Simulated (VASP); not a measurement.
## BPt2: single point with LDA

BPt2:

```
CELL_PARAMETERS angstrom
2.96685 0.00000 0.00000
-1.48342 2.56937 0.00000
0.00000 0.00000 10.49351
ATOMIC_POSITIONS crystal
B 0.66667 0.33333 0.75000
B 0.33333 0.66667 0.25000
Pt 0.66667 0.33333 0.38379
Pt 0.33333 0.66667 0.61621
Pt 0.33333 0.66667 0.88379
Pt 0.66667 0.33333 0.11621
```

```yaml
Program: VASP 6.6.1
Task: single point
Functional: LDA
Potentials_or_basis: VASP PAW LDA potentials, release 64 (B, Pt)
Cutoff: 520 eV
k_mesh: 9 × 9 × 3
Occupations: methfessel-paxton, width 0.1 eV
Spin: no spin polarisation
```

```yaml
Pressure: -17.5 GPa
Largest_force: 0.342 eV/Å
Band_gap_on_the_k_mesh: zero (bands 23 and 24 overlap by 3.04 eV)
```

Forces in eV/Å, atoms in the order of the input:
```
B    0.000  0.000  0.000
B    0.000  0.000  0.000
Pt   0.000  0.000 -0.342
Pt   0.000  0.000  0.342
Pt   0.000  0.000 -0.342
Pt   0.000  0.000  0.342
```

Stress tensor (GPa, compression positive):
```
-17.07   0.00   0.00
  0.00 -17.07   0.00
  0.00   0.00 -18.51
```

Levels at points of the mesh, in eV from the Fermi level:
```
           k point  band 20  band 21  band 22  band 23  band 24  band 25  band 26  band 27
(0.00, 0.00, 0.00)    -2.27    -1.99    -1.99    -1.14    -1.14     0.16     2.21     5.71
```

Wall time 78 s on 1 thread of Intel Xeon 8259CL, on a shared host, peak memory 0.2 GiB.

Caveat: the cell stands under tension; spin-orbit coupling is left out, which moves the levels of the heavy elements.
